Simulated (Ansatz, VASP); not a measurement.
Two plane-wave programs on Al2O3

```
Al O
1.0
     2.36435    1.36506    4.29655
    -2.36435    1.36506    4.29655
     0.00000   -2.73012    4.29655
Al O
4 6
Direct
  0.35198 0.35198 0.35198
  0.14802 0.14802 0.14802
  0.64802 0.64802 0.64802
  0.85198 0.85198 0.85198
  0.55583 0.94417 0.25000
  0.25000 0.55583 0.94417
  0.94417 0.25000 0.55583
  0.44417 0.05583 0.75000
  0.75000 0.44417 0.05583
  0.05583 0.75000 0.44417
```

Alike in both runs: functional LDA; k mesh 6 × 6 × 6; occupations gaussian, width 0.02 eV; no spin polarisation.

Ansatz relaxed the structure, and its values are those at the end. VASP's run is a single point on that final structure, the one shown.

|  | VASP | Ansatz |
| --- | --- | --- |
| version | VASP 6.6.1 | Ansatz 0.2.0 |
| potentials or method | VASP PAW LDA potentials, release 64 (Al, O), cutoff 520 eV | scalar-relativistic, plane waves, PAW |
| valence electrons in the cell | 48 | 48 |

VASP gave:

| Item | Value |
| --- | --- |
| gap on the k mesh at the Fermi level (eV) | 6.45 |
| least direct gap on the mesh (eV) | 6.45 |
| pressure (GPa) | 1.0 |

Question: Which values does Ansatz return?

Answer: gap on the k mesh at the Fermi level (eV): 6.44; least direct gap on the mesh (eV): 6.44; pressure (GPa): 0.0.

Ansatz warns that its potentials were made for another functional, while VASP's fit it. LDA's correlation is that of Perdew and Zunger in VASP and of Perdew and Wang (1992) in Ansatz.
